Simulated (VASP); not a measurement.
# GaAs (zincblende type) (F-43m) in VASP: relaxation of cell and atoms with LDA

Aim: the relaxation of cell and atoms of GaAs (zincblende type) with LDA.

Program: VASP 6.6.1. These are calculated values, not measurements. Logs are shortened: lines on timing, memory, paths and dates and some standing lists are left out, and cuts for length are marked.

## Step 1: The cell of the first run

Symmetry: F-43m, No. 216, cubic system. Conventional cell: a = 5.795 Å, b = 5.795 Å, c = 5.795 Å, α = 90.00°, β = 90.00°, γ = 90.00°. Within 3.3 Å of Ga (site symmetry -43m) lie 4 As at 2.51 Å. Within 3.3 Å of As (site symmetry -43m) lie 4 Ga at 2.51 Å.

## Step 2: Relaxation of cell and atoms, LDA

INCAR

```
SYSTEM = GaAs
PREC = Accurate ; ENCUT = 510
EDIFF = 1E-7 ; ISMEAR = -1
SIGMA = 0.02 ; LREAL = .False.
LASPH = .True. ; NELM = 120
ALGO = Normal ; ISIF = 3
LWAVE = .False. ; LCHARG = .False.
GGA = CA ; IBRION = 2
NSW = 60 ; EDIFFG = -0.005
GGA_COMPAT = .False. ; NELMIN = 4
```

KPOINTS

```
Automatic mesh
0
Gamma
  10 10 10
  0 0 0
```

POSCAR

```
GaAs
1.0
    0.0000000000      2.8976292420      2.8976292420
    2.8976292420      0.0000000000      2.8976292420
    2.8976292420      2.8976292420      0.0000000000
Ga As
1 1
Direct
    0.0000000000      0.0000000000      0.0000000000
    0.2500000000      0.2500000000      0.2500000000
```

Potentials or basis: VASP PAW LDA potentials, release 64 (Ga_d, As_d).

Run with:

```console
> cat potpaw_LDA.64/Ga_d/POTCAR potpaw_LDA.64/As_d/POTCAR > POTCAR
> mpirun -np 1 vasp_std > vasp.out
```

OUTCAR:

```text
SYSTEM = GaAs
   PREC = Accurate
   ENCUT = 510
   EDIFF = 1E-7
   ISMEAR = -1
   LREAL = .False.
   LASPH = .True.
   NELM = 120
   ISIF = 3
   GGA = CA
   IBRION = 2
   NSW = 60
   EDIFFG = -0.005
   NELMIN = 4

 ion  position               nearest neighbor table
   1  0.000  0.000  0.000-   2 2.51   2 2.51   2 2.51   2 2.51
   2  0.250  0.250  0.250-   1 2.51   1 2.51   1 2.51   1 2.51

  LATTYP: Found a face centered cubic cell.
 ALAT       =     5.7952584840

  Lattice vectors:

 A1 = (   0.0000000000,   2.8976292420,   2.8976292420)
 A2 = (   2.8976292420,   0.0000000000,   2.8976292420)
 A3 = (   2.8976292420,   2.8976292420,   0.0000000000)

Analysis of symmetry for initial positions (statically):
=====================================================================
 Subroutine PRICEL returns:
 Original cell was already a primitive cell.

 Routine SETGRP: Setting up the symmetry group for a
 face centered cubic supercell.

 Subroutine GETGRP returns: Found 24 space group operations
 (whereof 24 operations were pure point group operations)
 out of a pool of 48 trial point group operations.

The static configuration has the point symmetry T_d .

Analysis of symmetry for dynamics (positions and initial velocities):
=====================================================================
 Subroutine PRICEL returns:
 Original cell was already a primitive cell.

 Routine SETGRP: Setting up the symmetry group for a
 face centered cubic supercell.

 Subroutine GETGRP returns: Found 24 space group operations
 (whereof 24 operations were pure point group operations)
 out of a pool of 48 trial point group operations.

The dynamic configuration has the point symmetry T_d .

 Subroutine INISYM returns: Found 24 space group operations
 (whereof 24 operations are pure point group operations),
 and found     1 'primitive' translations

----------------------------------------------------------------------------------------

                                     Primitive cell

  volume of cell :      48.6585

  direct lattice vectors                    reciprocal lattice vectors
     0.000000000  2.897629242  2.897629242    -0.172554857  0.172554857  0.172554857
     2.897629242  0.000000000  2.897629242     0.172554857 -0.172554857  0.172554857
     2.897629242  2.897629242  0.000000000     0.172554857  0.172554857 -0.172554857

  length of vectors
     4.097866573  4.097866573  4.097866573     0.298873780  0.298873780  0.298873780

  position of ions in fractional coordinates (direct lattice)
     0.000000000  0.000000000  0.000000000
     0.250000000  0.250000000  0.250000000

  ion indices of the primitive-cell ions
   primitive index   ion index
                 1           1
                 2           2

----------------------------------------------------------------------------------------

 KPOINTS: Automatic mesh

Automatic generation of k-mesh.
 Grid dimensions read from file:
 generate k-points for:   10   10   10

 Generating k-lattice:

  Cartesian coordinates                     Fractional coordinates (reciprocal lattice)
    -0.017255486  0.017255486  0.017255486     0.100000000  0.000000000  0.000000000
     0.017255486 -0.017255486  0.017255486     0.000000000  0.100000000  0.000000000
     0.017255486  0.017255486 -0.017255486     0.000000000  0.000000000  0.100000000

  Length of vectors
     0.029887378  0.029887378  0.029887378

  Shift w.r.t. Gamma in fractional coordinates (k-lattice)
     0.000000000  0.000000000  0.000000000

 Subroutine IBZKPT returns following result:
 ===========================================

 Found     47 irreducible k-points:

 Following reciprocal coordinates:
            Coordinates               Weight
  0.000000  0.000000  0.000000      1.000000
  0.100000  0.000000  0.000000      8.000000
  0.200000  0.000000  0.000000      8.000000
  0.300000  0.000000  0.000000      8.000000
  0.400000  0.000000  0.000000      8.000000
  0.500000  0.000000  0.000000      4.000000
[... 16 lines left out ...]
  0.300000  0.300000  0.000000      6.000000
  0.400000  0.300000  0.000000     24.000000
 [... further k-points ...]
   k-points           NKPTS =     47   k-points in BZ     NKDIM =     47   number of bands    NBANDS=     18
   number of dos      NEDOS =    301   number of ions     NIONS =      2
   total plane-waves  NPLWV =  27000
   dimension x,y,z NGX =    30 NGY =   30 NGZ =   30
   dimension x,y,z NGXF=    60 NGYF=   60 NGZF=   60
   ions per type =               1   1
   NGX,Y,Z   is equivalent  to a cutoff of  12.17, 12.17, 12.17 a.u.
   NGXF,Y,Z  is equivalent  to a cutoff of  24.34, 24.34, 24.34 a.u.
 SYSTEM =  GaAs
   PREC   = accura    normal or accurate (medium, high low for compatibility)
   ISTART =      0    job   : 0-new  1-cont  2-samecut
   ICHARG =      2    charge: 1-file 2-atom 10-const
   ISPIN  =      1    spin polarized calculation?
   LNONCOLLINEAR =      F non collinear calculations
   LSORBIT =      F    spin-orbit coupling
   LASPH  =      T    aspherical Exc in radial PAW
   ENCUT  =  510.0 eV  37.48 Ry    6.12 a.u.   7.55  7.55  7.55*2*pi/ulx,y,z
   NELM   =    120;   NELMIN=  4; NELMDL= -5     # of ELM steps
   EDIFF  = 0.1E-06   stopping-criterion for ELM
   LREAL  =      F    real-space projection
   EDIFFG = -.5E-02   stopping-criterion for IOM
   NSW    =     60    number of steps for IOM
   IBRION =      2    ionic relax: 0-MD 1-quasi-New 2-CG
   NFREE  =      1    steps in history (QN), initial steepest desc. (CG)
   ISIF   =      3    stress and relaxation
   ISYM   =      2    0-nonsym 1-usesym 2-fastsym
   POTIM  = 0.5000    time-step for ionic-motion
   TEBEG  =    0.0;   TEEND  =   0.0 temperature during run
   PSTRESS=    0.0 pullay stress
   NELECT =      28.0000    total number of electrons
   NUPDOWN=      -1.0000    fix difference up-down
   EMIN   =  10.00;   EMAX   =-10.00  energy-range for DOS
   EFERMI =   0.00;   METHOD = LEGACY
   ISMEAR =    -1;   SIGMA  =   0.02  broadening in eV -4-tet -1-fermi 0-gaus
   EFERMI_NEDOS =   21; number of points for ismear=-14 and -15
   IALGO  =     38    algorithm
   IMIX   =      4    mixing-type and parameters
     AMIX     =   0.40;   BMIX     =  1.00
     AMIX_MAG =   1.60;   BMIX_MAG =  1.00
  volume/ion in A,a.u.               =      24.33       164.18
  Fermi-wavevector in a.u.,A,eV,Ry     =   1.361679  2.573200 25.227505  1.854169
  Thomas-Fermi vector in A             =   2.488234
   LORBIT       =      0    0 simple, 1 ext, 2 COOP (PROOUT), +10 PAW based schemes
   GGA     = CA    functional components
   LHFCALC =     F    Hartree Fock is set to
   AEXX    =    0.0000 exact exchange contribution
   IVDW    =     0    specifies the selected vdW correction
   LEPSILON=     F    determine dielectric tensor
   LRPA    =     F    only Hartree local field effects (RPA)
 conjugate gradient relaxation of ions
 non-spin polarized calculation
  energy-cutoff  :      510.00
  volume of cell :       48.66
 maximum number of plane-waves:      1295
   NGX = 15   NGY = 15   NGZ = 15

--------------------------------------- Ionic step        1  -------------------------------------------

 number of electron      27.9999995 magnetization

 Free energy of the ion-electron system (eV)
  ---------------------------------------------------
  ext. energy  EPLUGINS =         0.00000000
  ---------------------------------------------------
  free energy    TOTEN  =        -9.55532581 eV

  energy without entropy =       -9.55524645  energy(sigma->0) =       -9.55528613

 E-fermi :   2.3789     XC(G=0):  -9.9555

 val. band max:        2.3647659841   @ k =   0.0000   0.0000   0.0000
 cond. band min:       3.0313196509   @ k =   0.5000   0.0000   0.0000
 fundamental gap:      0.6665536668
 Fermi energy:         2.3788988851

 k-point     1 :       0.0000    0.0000    0.0000
  band No.  band energies     occupation
      1     -32.8616      2.00000
      2     -32.8616      2.00000
      3     -32.8616      2.00000
      4     -32.8534      2.00000
      5     -32.8534      2.00000
      6     -12.4386      2.00000
[... 10 lines left out ...]
     17       6.0208      0.00000
     18       6.0208      0.00000

 k-point     2 :       0.1000    0.0000    0.0000
  band No.  band energies     occupation
      1     -32.8615      2.00000
      2     -32.8615      2.00000
      3     -32.8615      2.00000
      4     -32.8534      2.00000
      5     -32.8534      2.00000
      6     -12.4445      2.00000
[... 10 lines left out ...]
     17       6.2345      0.00000
     18       6.2345      0.00000
[... 511 lines left out ...]
 VOLUME and BASIS-vectors are now :
 -----------------------------------------------------------------------------
  energy-cutoff  :      510.00
  volume of cell :       42.77
      direct lattice vectors                 reciprocal lattice vectors
    -0.000000000  2.775660742  2.775660742    -0.180137289  0.180137289  0.180137289
     2.775660742 -0.000000000  2.775660742     0.180137289 -0.180137289  0.180137289
     2.775660742  2.775660742  0.000000000     0.180137289  0.180137289 -0.180137289

 POSITION                                       TOTAL-FORCE (eV/Angst)
 -----------------------------------------------------------------------------------
      5.55132      2.77566      2.77566         0.000000      0.000000      0.000000
      1.38783      1.38783      1.38783        -0.000000     -0.000000     -0.000000
 -----------------------------------------------------------------------------------
    total drift:                               -0.000001     -0.000001     -0.000001

  FREE ENERGIE OF THE ION-ELECTRON SYSTEM (eV)
  ---------------------------------------------------
  free  energy   TOTEN  =        -9.6344916369 eV

  energy  without entropy=       -9.6344916369  energy(sigma->0) =       -9.63449164

--------------------------------------- Ionic step        3  -------------------------------------------

 number of electron      28.0000021 magnetization

 Free energy of the ion-electron system (eV)
  ---------------------------------------------------
  ext. energy  EPLUGINS =         0.00000000
  ---------------------------------------------------
  free energy    TOTEN  =        -9.64461938 eV

  energy without entropy =       -9.64461937  energy(sigma->0) =       -9.64461938

 E-fermi :   3.4574     XC(G=0): -10.4203

 val. band max:        3.1941960256   @ k =   0.0000   0.0000   0.0000
 cond. band min:       3.6984547125   @ k =   0.0000   0.0000   0.0000
 fundamental gap:      0.5042586869
 Fermi energy:         3.4573693417

 k-point     1 :       0.0000    0.0000    0.0000
  band No.  band energies     occupation
      1     -32.1222      2.00000
      2     -32.1222      2.00000
      3     -32.1222      2.00000
      4     -32.1107      2.00000
      5     -32.1107      2.00000
      6     -11.7716      2.00000
[... 10 lines left out ...]
     17       6.8840      0.00000
     18       6.8840      0.00000

 k-point     2 :       0.1000    0.0000    0.0000
  band No.  band energies     occupation
      1     -32.1222      2.00000
      2     -32.1221      2.00000
      3     -32.1221      2.00000
      4     -32.1106      2.00000
      5     -32.1106      2.00000
      6     -11.7812      2.00000
[... 10 lines left out ...]
     17       7.1276      0.00000
     18       7.1392      0.00000
[... 475 lines left out ...]
 VOLUME and BASIS-vectors are now :
 -----------------------------------------------------------------------------
  energy-cutoff  :      510.00
  volume of cell :       44.12
      direct lattice vectors                 reciprocal lattice vectors
    -0.000000000  2.804561202  2.804561202    -0.178281009  0.178281009  0.178281009
     2.804561202 -0.000000000  2.804561202     0.178281009 -0.178281009  0.178281009
     2.804561202  2.804561202  0.000000000     0.178281009  0.178281009 -0.178281009

 POSITION                                       TOTAL-FORCE (eV/Angst)
 -----------------------------------------------------------------------------------
     -0.00000      0.00000      0.00000        -0.000000     -0.000000     -0.000000
      1.40228      1.40228      1.40228         0.000000      0.000000      0.000000
 -----------------------------------------------------------------------------------
    total drift:                               -0.000001     -0.000001     -0.000001

  FREE ENERGIE OF THE ION-ELECTRON SYSTEM (eV)
  ---------------------------------------------------
  free  energy   TOTEN  =        -9.6446193807 eV

  energy  without entropy=       -9.6446193743  energy(sigma->0) =       -9.64461938

 reached required accuracy - stopping structural energy minimisation
```

It took 74 s on 1 thread of Intel Xeon Platinum 8259CL at 2.50GHz (Skylake/Cascade Lake), shared host; peak memory 0.18 GiB.

What came out:

```
Free energy                           : -9.6446 eV
Relaxed volume                        : 22.06 Å³/atom
Relaxed cell                          : a = 3.966 Å, b = 3.966 Å, c = 3.966 Å, α = 60.00°, β = 60.00°, γ = 60.00°
Space group after relaxing (to 0.1 Å) : F-43m (No. 216)
Energy gained by relaxing             : 44.6 meV/atom
Ionic steps                           : 3
Pressure after relaxing               : 0.0 GPa
Band gap on the k mesh                : 0.50 eV
```

Step by step:
```csv
step,energy change (eV),largest force (eV/Å),pressure (GPa),volume (Å³)
1,0.0000,0.0000,-5.75,48.66
2,-0.0792,0.0000,2.50,42.77
3,-0.0893,0.0000,0.03,44.12
```

Final structure:
```
Ga As
1.0
     0.00000    2.80456    2.80456
     2.80456    0.00000    2.80456
     2.80456    2.80456    0.00000
Ga As
1 1
Direct
  0.00000 0.00000 0.00000
  0.25000 0.25000 0.25000
```

Caveat: semilocal functionals underestimate gaps, and a narrow one can read as zero.
